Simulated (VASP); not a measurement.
# KI (Pm-3m) in VASP: a series of runs

Aim: see how the results for KI move with the level of theory and the settings. Levels: PBE, r2SCAN, HSE06. Tasks: single point.

Everything below comes from runs of VASP 6.6.1. Logs are shortened: lines on timing, memory, paths and dates and some standing lists are left out, and cuts for length are marked.

## Step 1: The cell of the first run

It takes space group Pm-3m (No. 221, cubic). The conventional cell has a = 4.210 Å, b = 4.210 Å, c = 4.210 Å, α = 90.00°, β = 90.00°, γ = 90.00°. K (site symmetry m-3m) has 8 I at 3.65 Å and 6 K at 4.21 Å within 4.8 Å. Within 4.8 Å of I (site symmetry m-3m) lie 8 K at 3.65 Å and 6 I at 4.21 Å.

## Step 2: Single point, PBE (strain -1.9%)

The input, INCAR:

```
SYSTEM = KI
PREC = Accurate
ENCUT = 520
EDIFF = 1E-6
ISMEAR = -1
SIGMA = 0.02
LREAL = .False.
LASPH = .True.
NELM = 60
ALGO = Normal
ISIF = 2
LWAVE = .False.
LCHARG = .False.
GGA = PE
NBANDS = 15
```

The input, KPOINTS:

```
Automatic mesh
0
Gamma
  6 6 6
  0 0 0
```

The input, POSCAR:

```
KI
1.0
    4.2102704808      0.0000000000      0.0000000000
    0.0000000000      4.2102704808      0.0000000000
    0.0000000000      0.0000000000      4.2102704808
K I
1 1
Direct
    0.0000000000      0.0000000000      0.0000000000
    0.5000000000      0.5000000000      0.5000000000
```

Potentials or basis: VASP PAW PBE potentials, release 64 (K_sv, I).

Started as:

```
cat potpaw_PBE.64/K_sv/POTCAR potpaw_PBE.64/I/POTCAR > POTCAR
mpirun -np 1 vasp_std > vasp.out
```

OUTCAR:

```text
SYSTEM = KI
   PREC = Accurate
   ENCUT = 520
   EDIFF = 1E-6
   ISMEAR = -1
   LREAL = .False.
   LASPH = .True.
   NELM = 60
   ISIF = 2
   GGA = PE

 ion  position               nearest neighbor table
   1  0.000  0.000  0.000-   2 3.65   2 3.65   2 3.65   2 3.65   2 3.65   2 3.65   2 3.65   2 3.65

   2  0.500  0.500  0.500-   1 3.65   1 3.65   1 3.65   1 3.65   1 3.65   1 3.65   1 3.65   1 3.65

  LATTYP: Found a simple cubic cell.
 ALAT       =     4.2102704808

  Lattice vectors:

 A1 = (   4.2102704808,   0.0000000000,   0.0000000000)
 A2 = (   0.0000000000,   4.2102704808,   0.0000000000)
 A3 = (   0.0000000000,   0.0000000000,   4.2102704808)

Analysis of symmetry for initial positions (statically):
=====================================================================
 Subroutine PRICEL returns:
 Original cell was already a primitive cell.

 Routine SETGRP: Setting up the symmetry group for a
 simple cubic supercell.

 Subroutine GETGRP returns: Found 48 space group operations
 (whereof 48 operations were pure point group operations)
 out of a pool of 48 trial point group operations.

The static configuration has the point symmetry O_h .

Analysis of symmetry for dynamics (positions and initial velocities):
=====================================================================
 Subroutine PRICEL returns:
 Original cell was already a primitive cell.

 Routine SETGRP: Setting up the symmetry group for a
 simple cubic supercell.

 Subroutine GETGRP returns: Found 48 space group operations
 (whereof 48 operations were pure point group operations)
 out of a pool of 48 trial point group operations.

The dynamic configuration has the point symmetry O_h .

 Subroutine INISYM returns: Found 48 space group operations
 (whereof 48 operations are pure point group operations),
 and found     1 'primitive' translations

----------------------------------------------------------------------------------------

                                     Primitive cell

  volume of cell :      74.6328

  direct lattice vectors                    reciprocal lattice vectors
     4.210270481  0.000000000  0.000000000     0.237514432  0.000000000  0.000000000
     0.000000000  4.210270481  0.000000000     0.000000000  0.237514432  0.000000000
     0.000000000  0.000000000  4.210270481     0.000000000  0.000000000  0.237514432

  length of vectors
     4.210270481  4.210270481  4.210270481     0.237514432  0.237514432  0.237514432

  position of ions in fractional coordinates (direct lattice)
     0.000000000  0.000000000  0.000000000
     0.500000000  0.500000000  0.500000000

  ion indices of the primitive-cell ions
   primitive index   ion index
                 1           1
                 2           2

----------------------------------------------------------------------------------------

 KPOINTS: Automatic mesh

Automatic generation of k-mesh.
 Grid dimensions read from file:
 generate k-points for:    6    6    6

 Generating k-lattice:

  Cartesian coordinates                     Fractional coordinates (reciprocal lattice)
     0.039585739  0.000000000  0.000000000     0.166666667  0.000000000  0.000000000
     0.000000000  0.039585739  0.000000000     0.000000000  0.166666667  0.000000000
     0.000000000  0.000000000  0.039585739     0.000000000  0.000000000  0.166666667

  Length of vectors
     0.039585739  0.039585739  0.039585739

  Shift w.r.t. Gamma in fractional coordinates (k-lattice)
     0.000000000  0.000000000  0.000000000

 Subroutine IBZKPT returns following result:
 ===========================================

 Found     20 irreducible k-points:

 Following reciprocal coordinates:
            Coordinates               Weight
  0.000000  0.000000  0.000000      1.000000
  0.166667  0.000000  0.000000      6.000000
  0.333333  0.000000  0.000000      6.000000
  0.500000  0.000000  0.000000      3.000000
  0.166667  0.166667  0.000000     12.000000
  0.333333  0.166667  0.000000     24.000000
[... 12 lines left out ...]
  0.500000  0.500000  0.333333      6.000000
  0.500000  0.500000  0.500000      1.000000
   k-points           NKPTS =     20   k-points in BZ     NKDIM =     20   number of bands    NBANDS=     15
   number of dos      NEDOS =    301   number of ions     NIONS =      2
   total plane-waves  NPLWV =  32768
   dimension x,y,z NGX =    32 NGY =   32 NGZ =   32
   dimension x,y,z NGXF=    64 NGYF=   64 NGZF=   64
   ions per type =               1   1
   NGX,Y,Z   is equivalent  to a cutoff of  12.64, 12.64, 12.64 a.u.
   NGXF,Y,Z  is equivalent  to a cutoff of  25.27, 25.27, 25.27 a.u.
 SYSTEM =  KI
   PREC   = accura    normal or accurate (medium, high low for compatibility)
   ISTART =      0    job   : 0-new  1-cont  2-samecut
   ICHARG =      2    charge: 1-file 2-atom 10-const
   ISPIN  =      1    spin polarized calculation?
   LNONCOLLINEAR =      F non collinear calculations
   LSORBIT =      F    spin-orbit coupling
   LASPH  =      T    aspherical Exc in radial PAW
   ENCUT  =  520.0 eV  38.22 Ry    6.18 a.u.   7.83  7.83  7.83*2*pi/ulx,y,z
   NELM   =     60;   NELMIN=  2; NELMDL= -5     # of ELM steps
   EDIFF  = 0.1E-05   stopping-criterion for ELM
   LREAL  =      F    real-space projection
   EDIFFG = 0.1E-04   stopping-criterion for IOM
   NSW    =      0    number of steps for IOM
   IBRION =     -1    ionic relax: 0-MD 1-quasi-New 2-CG
   NFREE  =      0    steps in history (QN), initial steepest desc. (CG)
   ISIF   =      2    stress and relaxation
   ISYM   =      2    0-nonsym 1-usesym 2-fastsym
   POTIM  = 0.5000    time-step for ionic-motion
   TEBEG  =    0.0;   TEEND  =   0.0 temperature during run
   PSTRESS=    0.0 pullay stress
   NELECT =      16.0000    total number of electrons
   NUPDOWN=      -1.0000    fix difference up-down
   EMIN   =  10.00;   EMAX   =-10.00  energy-range for DOS
   EFERMI =   0.00;   METHOD = LEGACY
   ISMEAR =    -1;   SIGMA  =   0.02  broadening in eV -4-tet -1-fermi 0-gaus
   EFERMI_NEDOS =   21; number of points for ismear=-14 and -15
   IALGO  =     38    algorithm
   IMIX   =      4    mixing-type and parameters
     AMIX     =   0.40;   BMIX     =  1.00
     AMIX_MAG =   1.60;   BMIX_MAG =  1.00
  volume/ion in A,a.u.               =      37.32       251.82
  Fermi-wavevector in a.u.,A,eV,Ry     =   0.979802  1.851557 13.061746  0.960011
  Thomas-Fermi vector in A             =   2.110683
   LORBIT       =      0    0 simple, 1 ext, 2 COOP (PROOUT), +10 PAW based schemes
   GGA     = PE    functional components
   LHFCALC =     F    Hartree Fock is set to
   AEXX    =    0.0000 exact exchange contribution
   IVDW    =     0    specifies the selected vdW correction
   LEPSILON=     F    determine dielectric tensor
   LRPA    =     F    only Hartree local field effects (RPA)
 non-spin polarized calculation
  energy-cutoff  :      520.00
  volume of cell :       74.63
 maximum number of plane-waves:      2040
 NGX is ok and might be reduce to    32
   NGX = 15   NGY = 15   NGZ = 15

 number of electron      15.9999996 magnetization

 Free energy of the ion-electron system (eV)
  ---------------------------------------------------
  ext. energy  EPLUGINS =         0.00000000
  ---------------------------------------------------
  free energy    TOTEN  =        -5.39407432 eV

  energy without entropy =       -5.39407432  energy(sigma->0) =       -5.39407432

 E-fermi :   1.7312     XC(G=0):  -7.9450

 val. band max:        1.2703389616   @ k =   0.5000   0.5000   0.0000
 cond. band min:       4.7525914223   @ k =   0.0000   0.0000   0.0000
 fundamental gap:      3.4822524607
 Fermi energy:         1.7312164237

 k-point     1 :       0.0000    0.0000    0.0000
  band No.  band energies     occupation
      1     -28.0632      2.00000
      2     -11.5175      2.00000
      3     -11.5175      2.00000
      4     -11.5175      2.00000
      5     -10.0477      2.00000
      6       0.8764      2.00000
      7       0.8764      2.00000
      8       0.8764      2.00000
      9       4.7526      0.00000
     10       5.9116      0.00000
     11       5.9116      0.00000
     12       9.7203      0.00000
     13       9.7203      0.00000
     14       9.7203      0.00000
     15      11.8874      0.00000

 k-point     2 :       0.1667    0.0000    0.0000
  band No.  band energies     occupation
      1     -28.0616      2.00000
      2     -11.5782      2.00000
      3     -11.5139      2.00000
      4     -11.5139      2.00000
      5      -9.9497      2.00000
      6       0.1694      2.00000
      7       0.8936      2.00000
      8       0.8936      2.00000
      9       5.3371      0.00000
     10       6.1179      0.00000
     11       6.6647      0.00000
     12       9.6299      0.00000
     13       9.6299      0.00000
     14       9.8357      0.00000
     15      10.8792      0.00000

 k-point     3 :       0.3333    0.0000    0.0000
  band No.  band energies     occupation
      1     -28.0585      2.00000
      2     -11.6860      2.00000
      3     -11.5066      2.00000
      4     -11.5066      2.00000
      5      -9.7598      2.00000
      6      -0.8299      2.00000
      7       0.9277      2.00000
      8       0.9277      2.00000
      9       6.2784      0.00000
     10       6.7185      0.00000
     11       8.1363      0.00000
     12       9.3091      0.00000
     13       9.6323      0.00000
     14       9.6323      0.00000
     15      10.1094      0.00000
[... 271 lines left out ...]
 k-point    19 :       0.5000    0.5000    0.3333
  band No.  band energies     occupation
      1     -28.0469      2.00000
      2     -11.6017      2.00000
      3     -11.6017      2.00000
      4     -11.5700      2.00000
      5      -9.4910      2.00000
      6      -0.5716      2.00000
      7      -0.5716      2.00000
      8      -0.1965      2.00000
      9       6.3165      0.00000
     10       7.1470      0.00000
     11       7.1470      0.00000
     12       9.6177      0.00000
     13      10.4479      0.00000
     14      10.4479      0.00000
     15      11.0725      0.00000

 k-point    20 :       0.5000    0.5000    0.5000
  band No.  band energies     occupation
      1     -28.0456      2.00000
      2     -11.5955      2.00000
      3     -11.5955      2.00000
      4     -11.5955      2.00000
      5      -9.4375      2.00000
      6      -0.5642      2.00000
      7      -0.5642      2.00000
      8      -0.5642      2.00000
      9       6.9301      0.00000
     10       6.9301      0.00000
     11       6.9301      0.00000
     12      10.3242      0.00000
     13      10.3242      0.00000
     14      10.3242      0.00000
     15      10.7476      0.00000

------------------------ aborting loop because EDIFF is reached ----------------------------------------

  FORCE on cell =-STRESS in cart. coord.  units (eV):
  Direction    XX          YY          ZZ          XY          YZ          ZX
  --------------------------------------------------------------------------------------
  -------------------------------------------------------------------------------------
  Total        0.6899887      0.6899887      0.6899887     -0.0000000      0.0000000     -0.0000000
  in kB       14.8123031     14.8123031     14.8123031     -0.0000000      0.0000000     -0.0000000
  external PRESSURE =      14.8123031 kB  Pullay stress =       0.0000000 kB

 VOLUME and BASIS-vectors are now :
 -----------------------------------------------------------------------------
  energy-cutoff  :      520.00
  volume of cell :       74.63
      direct lattice vectors                 reciprocal lattice vectors
     4.210270481  0.000000000  0.000000000     0.237514432  0.000000000  0.000000000
     0.000000000  4.210270481  0.000000000     0.000000000  0.237514432  0.000000000
     0.000000000  0.000000000  4.210270481     0.000000000  0.000000000  0.237514432

 POSITION                                       TOTAL-FORCE (eV/Angst)
 -----------------------------------------------------------------------------------
      0.00000      0.00000      0.00000         0.000000      0.000000      0.000000
      2.10514      2.10514      2.10514         0.000000      0.000000      0.000000
 -----------------------------------------------------------------------------------
    total drift:                                0.000000      0.000000     -0.000000

  FREE ENERGIE OF THE ION-ELECTRON SYSTEM (eV)
  ---------------------------------------------------
  free  energy   TOTEN  =        -5.3940743207 eV

  energy  without entropy=       -5.3940743207  energy(sigma->0) =       -5.39407432
```

It took 15 s on 1 thread of Oxide Virtual Turin-like, shared host; peak memory 0.15 GiB.

Results:

| Item | Value |
| --- | --- |
| Free energy | -5.3941 eV |
| Pressure | 1.5 GPa |
| Band gap on the k mesh | 3.48 eV, indirect (least direct gap 3.86 eV) |

Levels at points of the mesh, in eV from the valence-band top:
```
           k point  band 5  band 6  band 7  band 8  band 9  band 10  band 11  band 12
(0.00, 0.00, 0.00)  -11.32   -0.39   -0.39   -0.39    3.48     4.64     4.64     8.45
(0.50, 0.00, 0.00)  -10.94   -2.50   -0.33   -0.33    5.64     6.13     7.00     7.34
(0.50, 0.50, 0.00)  -10.91   -1.86   -1.86    0.00    3.86     5.71     6.77     6.77
(0.50, 0.50, 0.50)  -10.71   -1.83   -1.83   -1.83    5.66     5.66     5.66     9.05
```

Caveat: the cell differs from its parent crystal (strain -1.9%); spin-orbit coupling is left out, which moves the levels of the heavy elements. A k mesh can miss the band edges.

## Step 3: Single point, r2SCAN (strain -1.9%)

POSCAR is that of step 2.

The input, INCAR.step1:

```
ALGO = Normal ; EDIFF = 1E-4
ENCUT = 520 ; GGA = PE
ISMEAR = 0 ; LASPH = True
LCHARG = False ; LREAL = False
LWAVE = True ; NBANDS = 15
NELM = 100 ; PREC = Accurate
SIGMA = 0.01
```

The input, INCAR.step2:

```
ALGO = Normal ; EDIFF = 1E-6
ENCUT = 520 ; ISIF = 2
ISMEAR = 0 ; ISTART = 1
LASPH = True ; LCHARG = True
LELF = True ; LMIXTAU = True
LREAL = False ; LVHAR = True
LWAVE = False ; METAGGA = R2SCAN
NBANDS = 15 ; NELM = 100
PREC = Accurate ; SIGMA = 0.01
```

The input, KPOINTS:

```
k-points
0
Gamma
  6 6 6
```

Potentials or basis: VASP PAW PBE potentials, release 64 (K_sv, I).

Started as:

```
cat potpaw_PBE.64/K_sv/POTCAR potpaw_PBE.64/I/POTCAR > POTCAR
cp INCAR.step1 INCAR
mpirun -np 1 vasp_std > vasp.out
cp INCAR.step2 INCAR
mpirun -np 1 vasp_std > vasp.out
```

Wall time 78 s (1 thread of Oxide Virtual Turin-like, shared host); peak memory 0.15 GiB.

The run converged. Its results:

```yaml
Free_energy: -33.8506 eV
Pressure: 1.0 GPa
Band_gap_on_the_k_mesh: 4.21 eV, indirect (least direct gap 4.38 eV)
```

Levels at points of the mesh, in eV from the valence-band top:
| k point | band 4 | band 5 | band 6 | band 7 | band 8 | band 9 | band 10 | band 11 | band 12 | band 13 |
| --- | --- | --- | --- | --- | --- | --- | --- | --- | --- | --- |
| (0.00, 0.00, 0.00) | -13.23 | -11.65 | -0.40 | -0.40 | -0.40 | 4.21 | 5.13 | 5.13 | 9.15 | 9.15 |
| (0.50, 0.00, 0.00) | -13.21 | -11.26 | -2.52 | -0.33 | -0.33 | 6.31 | 6.66 | 7.58 | 8.06 | 9.45 |
| (0.50, 0.50, 0.00) | -13.20 | -11.22 | -1.91 | -1.91 | 0.00 | 4.38 | 6.38 | 7.38 | 7.38 | 10.08 |
| (0.50, 0.50, 0.50) | -13.30 | -11.00 | -1.87 | -1.87 | -1.87 | 6.17 | 6.17 | 6.17 | 9.84 | 9.84 |

Caveat: the cell differs from its parent crystal (strain -1.9%); the PAW data sets were made with another functional, which shifts forces and pressure a little; spin-orbit coupling is left out, which moves the levels of the heavy elements. A k mesh can miss the band edges.

(Continued in part 2 of 2.)
